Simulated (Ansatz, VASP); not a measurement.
## Ba: VASP beside Ansatz

```
Ba
1.0
    -2.50999    2.50999    2.50999
     2.50999   -2.50999    2.50999
     2.50999    2.50999   -2.50999
Ba
1
Direct
  0.00000 0.00000 0.00000
```

Alike in both runs: task single point; functional PBE; k mesh 12 × 12 × 12; occupations gaussian, width 0.05 eV; non-collinear spin, spin-orbit coupling.

|  | VASP | Ansatz |
| --- | --- | --- |
| version | VASP 6.6.1 | Ansatz 0.2.0 |
| potentials or method | VASP PAW PBE potentials, release 64 (Ba_sv), cutoff 520 eV | plane waves, PAW |
| valence electrons in the cell | 10 | 10 |

|  | VASP | Ansatz | Ansatz less VASP |
| --- | --- | --- | --- |
| pressure (GPa) | 0.0 | 0.0 | -0.03 |
| net moment per atom (μB) | 0.00 | 0.00 | 0.000 |
